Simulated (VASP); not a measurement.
# TiB2 (P6/mmm) in VASP: notebook

Runs on TiB2. Level: PBE. Tasks: single point.

Everything below comes from runs of VASP 6.6.1. Logs are shortened: lines on timing, memory, paths and dates and some standing lists are left out, and cuts for length are marked.

**1. The cell of the first run**

The structure is hexagonal, space group P6/mmm (No. 191). The conventional cell has a = 3.073 Å, b = 3.073 Å, c = 3.138 Å, α = 90.00°, β = 90.00°, γ = 120.00°. Within 3.1 Å of Ti (site symmetry 6/mmm) lie 12 B at 2.37 Å and 6 Ti at 3.07 Å. Within 2.4 Å of B (site symmetry -6m2) lie 3 B at 1.77 Å and 6 Ti at 2.37 Å.

**2. Single point, PBE**

INCAR reads:

```
ALGO     = Normal         # electronic algorithm
EDIFF    = 1E-7           # SCF threshold, eV
ENCUT    = 520            # plane-wave cutoff, eV
GGA      = PE             # functional
ISIF     = 2              # what is computed and relaxed
ISMEAR   = 0              # smearing method
LASPH    = T              # aspherical terms in the spheres
LCHARG   = F              # write CHGCAR
LREAL    = F              # projectors in reciprocal space
LWAVE    = F              # write WAVECAR
NBANDS   = 16             # bands
NELM     = 100            # most SCF steps
PREC     = Accurate       # precision mode
SIGMA    = 0.15           # smearing width, eV
```

KPOINTS reads:

```
k-points
0
Gamma
  18 18 16
```

POSCAR reads:

```
TiB2
1.0
    3.0733415878      0.0000000000      0.0000000000
   -1.5366707939      2.6615918895      0.0000000000
    0.0000000000      0.0000000000      3.1376664393
Ti B
1 2
Direct
    0.0000000000      0.0000000000      0.0000000000
    0.3333333333      0.6666666667      0.5000000000
    0.6666666667      0.3333333333      0.5000000000
```

Potentials or basis: VASP PAW PBE potentials, release 64 (Ti_sv, B).

Started as:

```bash
$ cat potpaw_PBE.64/Ti_sv/POTCAR potpaw_PBE.64/B/POTCAR > POTCAR
$ mpirun -np 1 vasp_std > vasp.out
```

OUTCAR:

```text
EDIFF = 1E-7
   ENCUT = 520
   GGA = PE
   ISIF = 2
   ISMEAR = 0
   LASPH = T
   LREAL = F
   NELM = 100
   PREC = Accurate

 ion  position               nearest neighbor table
   1  0.000  0.000  0.000-   2 2.37   3 2.37   2 2.37   3 2.37   2 2.37   2 2.37   3 2.37   3 2.37
                             3 2.37   3 2.37   2 2.37   2 2.37
   2  0.333  0.667  0.500-   3 1.77   3 1.77   3 1.77   1 2.37   1 2.37   1 2.37   1 2.37   1 2.37
                             1 2.37
   3  0.667  0.333  0.500-   2 1.77   2 1.77   2 1.77   1 2.37   1 2.37   1 2.37   1 2.37   1 2.37
                             1 2.37

  LATTYP: Found a hexagonal cell.
 ALAT       =     3.0733415878
 C/A-ratio  =     1.0209299389

  Lattice vectors:

 A1 = (   3.0733415878,   0.0000000000,   0.0000000000)
 A2 = (  -1.5366707939,   2.6615918895,   0.0000000000)
 A3 = (   0.0000000000,   0.0000000000,   3.1376664393)

Analysis of symmetry for initial positions (statically):
=====================================================================
 Subroutine PRICEL returns:
 Original cell was already a primitive cell.

 Routine SETGRP: Setting up the symmetry group for a
 hexagonal supercell.

 Subroutine GETGRP returns: Found 24 space group operations
 (whereof 24 operations were pure point group operations)
 out of a pool of 24 trial point group operations.

The static configuration has the point symmetry D_6h.

Analysis of symmetry for dynamics (positions and initial velocities):
=====================================================================
 Subroutine PRICEL returns:
 Original cell was already a primitive cell.

 Routine SETGRP: Setting up the symmetry group for a
 hexagonal supercell.

 Subroutine GETGRP returns: Found 24 space group operations
 (whereof 24 operations were pure point group operations)
 out of a pool of 24 trial point group operations.

The dynamic configuration has the point symmetry D_6h.

 Subroutine INISYM returns: Found 24 space group operations
 (whereof 24 operations are pure point group operations),
 and found     1 'primitive' translations

----------------------------------------------------------------------------------------

                                     Primitive cell

  volume of cell :      25.6661

  direct lattice vectors                    reciprocal lattice vectors
     3.073341588  0.000000000  0.000000000     0.325378736  0.187857501  0.000000000
    -1.536670794  2.661591889  0.000000000     0.000000000  0.375715001  0.000000000
     0.000000000  0.000000000  3.137666439     0.000000000  0.000000000  0.318708193

  length of vectors
     3.073341588  3.073341588  3.137666439     0.375715001  0.375715001  0.318708193

  position of ions in fractional coordinates (direct lattice)
     0.000000000  0.000000000  0.000000000
     0.333333333  0.666666667  0.500000000
     0.666666667  0.333333333  0.500000000

  ion indices of the primitive-cell ions
   primitive index   ion index
                 1           1
                 2           2
                 3           3

----------------------------------------------------------------------------------------

 KPOINTS: k-points

Automatic generation of k-mesh.
 Grid dimensions read from file:
 generate k-points for:   18   18   16

 Generating k-lattice:

  Cartesian coordinates                     Fractional coordinates (reciprocal lattice)
     0.018076596  0.010436528  0.000000000     0.055555556  0.000000000  0.000000000
     0.000000000  0.020873056  0.000000000     0.000000000  0.055555556  0.000000000
     0.000000000  0.000000000  0.019919262     0.000000000  0.000000000  0.062500000

  Length of vectors
     0.020873056  0.020873056  0.019919262

  Shift w.r.t. Gamma in fractional coordinates (k-lattice)
     0.000000000  0.000000000  0.000000000

 Subroutine IBZKPT returns following result:
 ===========================================

 Found    333 irreducible k-points:

 Following reciprocal coordinates:
            Coordinates               Weight
  0.000000  0.000000  0.000000      1.000000
  0.055556 -0.000000  0.000000      6.000000
  0.111111 -0.000000  0.000000      6.000000
  0.166667 -0.000000  0.000000      6.000000
  0.222222  0.000000  0.000000      6.000000
  0.277778 -0.000000  0.000000      6.000000
[... 16 lines left out ...]
  0.333333  0.111111  0.000000     12.000000
  0.388889  0.111111  0.000000     12.000000
 [... further k-points ...]
   k-points           NKPTS =    333   k-points in BZ     NKDIM =    333   number of bands    NBANDS=     16
   number of dos      NEDOS =    301   number of ions     NIONS =      3
   total plane-waves  NPLWV =  13824
   dimension x,y,z NGX =    24 NGY =   24 NGZ =   24
   dimension x,y,z NGXF=    48 NGYF=   48 NGZF=   48
   ions per type =               1   2
   NGX,Y,Z   is equivalent  to a cutoff of  12.98, 12.98, 12.72 a.u.
   NGXF,Y,Z  is equivalent  to a cutoff of  25.96, 25.96, 25.43 a.u.
 SYSTEM =  unknown system
   PREC   = accura    normal or accurate (medium, high low for compatibility)
   ISTART =      0    job   : 0-new  1-cont  2-samecut
   ICHARG =      2    charge: 1-file 2-atom 10-const
   ISPIN  =      1    spin polarized calculation?
   LNONCOLLINEAR =      F non collinear calculations
   LSORBIT =      F    spin-orbit coupling
   LASPH  =      T    aspherical Exc in radial PAW
   ENCUT  =  520.0 eV  38.22 Ry    6.18 a.u.   5.71  5.71  5.83*2*pi/ulx,y,z
   NELM   =    100;   NELMIN=  2; NELMDL= -5     # of ELM steps
   EDIFF  = 0.1E-06   stopping-criterion for ELM
   LREAL  =      F    real-space projection
   EDIFFG = 0.1E-05   stopping-criterion for IOM
   NSW    =      0    number of steps for IOM
   IBRION =     -1    ionic relax: 0-MD 1-quasi-New 2-CG
   NFREE  =      0    steps in history (QN), initial steepest desc. (CG)
   ISIF   =      2    stress and relaxation
   ISYM   =      2    0-nonsym 1-usesym 2-fastsym
   POTIM  = 0.5000    time-step for ionic-motion
   TEBEG  =    0.0;   TEEND  =   0.0 temperature during run
   PSTRESS=    0.0 pullay stress
   NELECT =      18.0000    total number of electrons
   NUPDOWN=      -1.0000    fix difference up-down
   EMIN   =  10.00;   EMAX   =-10.00  energy-range for DOS
   EFERMI =   0.00;   METHOD = LEGACY
   ISMEAR =     0;   SIGMA  =   0.15  broadening in eV -4-tet -1-fermi 0-gaus
   EFERMI_NEDOS =   21; number of points for ismear=-14 and -15
   IALGO  =     38    algorithm
   IMIX   =      4    mixing-type and parameters
     AMIX     =   0.40;   BMIX     =  1.00
     AMIX_MAG =   1.60;   BMIX_MAG =  1.00
  volume/ion in A,a.u.               =       8.56        57.73
  Fermi-wavevector in a.u.,A,eV,Ry     =   1.454496  2.748600 28.783937  2.115560
  Thomas-Fermi vector in A             =   2.571640
   LORBIT       =      0    0 simple, 1 ext, 2 COOP (PROOUT), +10 PAW based schemes
   GGA     = PE    functional components
   LHFCALC =     F    Hartree Fock is set to
   AEXX    =    0.0000 exact exchange contribution
   IVDW    =     0    specifies the selected vdW correction
   LEPSILON=     F    determine dielectric tensor
   LRPA    =     F    only Hartree local field effects (RPA)
 non-spin polarized calculation
 Gauss-broadening in eV      SIGMA  =   0.15
  energy-cutoff  :      520.00
  volume of cell :       25.67
 maximum number of plane-waves:       708
 NGX is ok and might be reduce to    24

 number of electron      17.9999994 magnetization

 Free energy of the ion-electron system (eV)
  ---------------------------------------------------
  ext. energy  EPLUGINS =         0.00000000
  ---------------------------------------------------
  free energy    TOTEN  =       -24.39601048 eV

  energy without entropy =      -24.39161981  energy(sigma->0) =      -24.39381515

 E-fermi :  10.0017     XC(G=0): -12.7764

 val. band max:        9.9939897716   @ k =   0.3889   0.1667   0.0000
 cond. band min:      10.0063108229   @ k =   0.0556   0.0556   0.5000
 fundamental gap:      0.0123210514
 Fermi energy:        10.0017030485

 k-point     1 :       0.0000    0.0000    0.0000
  band No.  band energies     occupation
      1     -46.8944      2.00000
      2     -23.2088      2.00000
      3     -22.9699      2.00000
      4     -22.9699      2.00000
      5      -3.4470      2.00000
      6       7.1238      2.00000
[... 8 lines left out ...]
     15      15.4341      0.00000
     16      16.2178      0.00000

 k-point     2 :       0.0556   -0.0000    0.0000
  band No.  band energies     occupation
      1     -46.8930      2.00000
      2     -23.2071      2.00000
      3     -22.9812      2.00000
      4     -22.9725      2.00000
      5      -3.3884      2.00000
      6       6.9543      2.00000
[... 8 lines left out ...]
     15      15.8805      0.00000
     16      16.4073      0.00000

 k-point     3 :       0.1111   -0.0000    0.0000
  band No.  band energies     occupation
      1     -46.8890      2.00000
      2     -23.2019      2.00000
      3     -23.0136      2.00000
      4     -22.9799      2.00000
      5      -3.2141      2.00000
      6       6.4827      2.00000
[... 8 lines left out ...]
     15      16.8040      0.00000
     16      17.0200      0.00000

 k-point     4 :       0.1667   -0.0000    0.0000
  band No.  band energies     occupation
      1     -46.8828      2.00000
      2     -23.1940      2.00000
      3     -23.0629      2.00000
      4     -22.9912      2.00000
      5      -2.9286      2.00000
      6       5.7987      2.00000
[... 8 lines left out ...]
     15      17.9292      0.00000
     16      17.9623      0.00000
[... 324 lines left out ...]
 k-point    22 :       0.2778    0.1111    0.0000
  band No.  band energies     occupation
      1     -46.8575      2.00000
      2     -23.2431      2.00000
      3     -23.1615      2.00000
      4     -23.0549      2.00000
      5      -1.3238      2.00000
      6       3.2997      2.00000
[... 8 lines left out ...]
     15      17.9861      0.00000
     16      19.2362      0.00000

 k-point    23 :       0.3333    0.1111    0.0000
  band No.  band energies     occupation
      1     -46.8516      2.00000
      2     -23.2841      2.00000
      3     -23.1541      2.00000
      4     -23.0692      2.00000
      5      -0.6783      2.00000
      6       2.4532      2.00000
[... 8 lines left out ...]
     15      18.0863      0.00000
     16      18.9882      0.00000

 k-point    24 :       0.3889    0.1111    0.0000
  band No.  band energies     occupation
      1     -46.8478      2.00000
      2     -23.3106      2.00000
      3     -23.1492      2.00000
      4     -23.0786      2.00000
      5       0.0342      2.00000
      6       1.6140      2.00000
[... 8 lines left out ...]
     15      18.1786      0.00000
     16      18.7479      0.00000

 [... further k-points ...]

------------------------ aborting loop because EDIFF is reached ----------------------------------------

  FORCE on cell =-STRESS in cart. coord.  units (eV):
  Direction    XX          YY          ZZ          XY          YZ          ZX
  --------------------------------------------------------------------------------------
  -------------------------------------------------------------------------------------
  Total       -1.0366184     -1.0366184      1.5617445      0.0000000      0.0000000     -0.0000000
  in kB      -64.7098547    -64.7098547     97.4903198      0.0000000      0.0000000     -0.0000000
  external PRESSURE =     -10.6431299 kB  Pullay stress =       0.0000000 kB

 VOLUME and BASIS-vectors are now :
 -----------------------------------------------------------------------------
  energy-cutoff  :      520.00
  volume of cell :       25.67
      direct lattice vectors                 reciprocal lattice vectors
     3.073341588  0.000000000  0.000000000     0.325378736  0.187857501  0.000000000
    -1.536670794  2.661591889  0.000000000     0.000000000  0.375715001  0.000000000
     0.000000000  0.000000000  3.137666439     0.000000000  0.000000000  0.318708193

 POSITION                                       TOTAL-FORCE (eV/Angst)
 -----------------------------------------------------------------------------------
      0.00000      0.00000      0.00000        -0.000000      0.000000      0.000000
     -0.00000      1.77439      1.56883        -0.000000      0.000000      0.000000
      1.53667      0.88720      1.56883         0.000000     -0.000000      0.000000
 -----------------------------------------------------------------------------------
    total drift:                               -0.000000      0.000000      0.000000

  FREE ENERGIE OF THE ION-ELECTRON SYSTEM (eV)
  ---------------------------------------------------
  free  energy   TOTEN  =       -24.3960104766 eV

  energy  without entropy=      -24.3916198142  energy(sigma->0) =      -24.39381515
```

Wall time 1.7 min (1 thread of AMD EPYC 7R13 (Zen 3), shared host); peak memory 0.22 GiB.

What came out:

| Property | Result |
| --- | --- |
| Free energy | -24.3960 eV |
| Pressure | -1.1 GPa |
| Band gap on the k mesh | zero (band 9 reaches 10.43 eV, above the bottom of band 10 at 9.55 eV) |

Stress tensor (GPa, compression positive):
```
-6.47  0.00  0.00
 0.00 -6.47  0.00
 0.00  0.00  9.75
```

Levels at points of the mesh, in eV from the Fermi level:
```
           k point  band 5  band 6  band 7  band 8  band 9  band 10  band 11  band 12  band 13  band 14
(0.00, 0.00, 0.00)  -13.45   -2.88   -2.88   -2.00   -1.82     1.93     1.93     3.92     3.92     5.43
(0.50, 0.00, 0.00)   -9.38   -9.30   -3.36   -2.89   -2.31     1.42     2.60     3.11     3.62     7.52
(0.00, 0.00, 0.50)  -11.34   -7.57   -0.69   -0.69   -0.45    -0.45     0.43     0.43     2.13     6.05
(0.50, 0.00, 0.50)   -9.72   -7.39   -4.78   -3.86   -3.22     2.74     2.83     4.70     4.76     5.15
```

**3. Single point, PBE**

This run uses another cell than the first one, of the same volume but with other edges.

INCAR reads:

```
  ALGO = Normal
  EDIFF = 1E-6
  ENCUT = 520
  GGA = PE
  ISIF = 2
  ISMEAR = 0
  LASPH = T
  LCHARG = F
  LREAL = F
  LWAVE = F
  NBANDS = 16
  NELM = 80
  PREC = Accurate
  SIGMA = 0.15
```

KPOINTS is that of step 2.

POSCAR reads:

```
TiB2
1.0
    2.9828962221      0.0000000000      0.0000000000
   -1.4914481111      2.5832639052      0.0000000000
    0.0000000000      0.0000000000      3.3308275631
Ti B
1 2
Direct
    0.0000000000      0.0000000000      0.0000000000
    0.3333333333      0.6666666667      0.5000000000
    0.6666666667      0.3333333333      0.5000000000
```

Potentials or basis: VASP PAW PBE potentials, release 64 (Ti_sv, B).

Started as:

```bash
$ cat potpaw_PBE.64/Ti_sv/POTCAR potpaw_PBE.64/B/POTCAR > POTCAR
$ mpirun -np 1 vasp_std > vasp.out
```

Run time: 1.8 min. Hardware: 1 thread of AMD EPYC 7R13 (Zen 3), shared host; peak memory 0.22 GiB.

It converged, with:

* Free energy: -24.3793 eV
* Pressure: 2.3 GPa
* Band gap on the k mesh: zero (band 9 reaches 10.43 eV, above the bottom of band 10 at 9.60 eV)

Stress tensor (GPa, compression positive):
```
  9.04   0.00   0.00
  0.00   9.04   0.00
  0.00   0.00 -11.17
```

Levels at points of the mesh, in eV from the Fermi level:
```
           k point  band 7  band 8  band 9  band 10  band 11  band 12
(0.00, 0.00, 0.00)   -2.33   -2.33   -2.29     1.83     1.83     3.33
(0.50, 0.00, 0.00)   -3.57   -3.20   -2.26     1.23     2.85     3.08
(0.00, 0.00, 0.50)   -0.43   -0.43    0.08     0.08     0.40     0.40
(0.50, 0.00, 0.50)   -4.50   -3.81   -3.10     2.13     2.97     4.10
```

(Part 1 of 2 ends here.)
